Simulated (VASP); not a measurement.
Input of a VASP 6.6.1 run:

INCAR

```
ALGO = Normal
EDIFF = 1E-6
ENCUT = 520
GGA = PS
ISIF = 2
ISMEAR = -1
IVDW = 12
LASPH = T
LCHARG = T
LELF = T
LREAL = F
LVHAR = T
LWAVE = F
NBANDS = 35
NELM = 100
PREC = Accurate
SIGMA = 0.05
```

The input KPOINTS:

```
k-points
0
Gamma
  6 6 8
```

File POSCAR:

```
PbO2
1.0
    4.9949598700      0.0000000000      0.0000000000
    0.0000000000      4.9949598700      0.0000000000
    0.0000000000      0.0000000000      3.4090009600
Pb O
2 4
Direct
    0.5000000000      0.5000000000      0.5000000000
    0.0000000000      0.0000000000      0.0000000000
    0.6925710400      0.6925710400      0.0000000000
    0.8074289600      0.1925710400      0.5000000000
    0.1925710400      0.8074289600      0.5000000000
    0.3074289600      0.3074289600      0.0000000000
```

Potentials or basis: VASP PAW PBE potentials, release 64 (Pb_d, O).

Run with:

```bash
$ cat potpaw_PBE.64/Pb_d/POTCAR potpaw_PBE.64/O/POTCAR > POTCAR
$ mpirun -np 1 vasp_std > vasp.out
```

Question: Predict the band gap on the k mesh.

Answer: 0.07 eV (least direct gap 0.11 eV).

Question: Predict the dispersion energy per atom.

Answer: -0.194 eV.

Question: What does it give for the pressure?

Answer: -1.8 GPa.

Stress tensor (GPa, compression positive):
```
-1.78  0.00  0.00
 0.00 -1.78  0.00
 0.00  0.00 -1.70
```

Caveat: three body term missing; the PAW data sets were made with another functional, which shifts forces and pressure a little; spin-orbit coupling is left out, which moves the levels of the heavy elements. A k mesh can miss the band edges.
